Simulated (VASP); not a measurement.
Crystal: CsGa (NaTl type).

```
Cs Ga
1.0
     0.00000    5.01410    5.01410
     5.01410    0.00000    5.01410
     5.01410    5.01410    0.00000
Cs Ga
2 2
Cartesian
  1.2535 1.2535 1.2535
  -1.2535 -1.2535 -1.2535
  3.7606 3.7606 3.7606
  -3.7606 -3.7606 -3.7606
```

| Quantity | Value |
| --- | --- |
| Program | VASP 6.6.1 |
| Task | relaxation of cell and atoms |
| Functional | PBEsol |
| Potentials or basis | VASP PAW PBE potentials, release 64 (Cs_sv, Ga_d) |
| Cutoff | 600 eV |
| k mesh | 6 × 6 × 6 |
| Occupations | fermi-dirac, width 0.05 eV |
| Spin | no spin polarisation |

At the start: pressure -2.2 GPa; volume 63.03 Å³/atom.

Problem. Where does the relaxation end?

Solution. Over 6 steps the energy falls by 391.1 meV/atom and the volume is 33.15 Å³/atom (-47.4 %); space group Fd-3m (No. 227, to 0.1 Å) before and after.

The path:
| step | energy change (eV) | largest force (eV/Å) | pressure (GPa) | volume (Å³) |
| --- | --- | --- | --- | --- |
| 1 | 0.0000 | 0.0000 | -2.24 | 252.12 |
| 2 | -0.4510 | 0.0000 | -2.44 | 221.30 |
| 3 | -1.5215 | 0.0000 | -1.11 | 144.10 |
| 4 | -1.4509 | 0.0000 | 2.80 | 117.94 |
| 5 | -1.5620 | 0.0000 | -0.29 | 135.18 |
| 6 | -1.5643 | 0.0000 | 0.01 | 132.61 |

Final structure:
```xyz
4
Lattice="0.0000 4.0475 4.0475 4.0475 0.0000 4.0475 4.0475 4.0475 0.0000" Properties=species:S:1:pos:R:3 pbc="T T T"
Cs    1.0119    1.0119    1.0119
Cs    7.0831    7.0831    7.0831
Ga    3.0356    3.0356    3.0356
Ga    5.0594    5.0594    5.0594
```

Caveat: the volume moved by over 15 % at a fixed basis, so the end points are rough; the PAW data sets were made with another functional, which shifts forces and pressure a little.
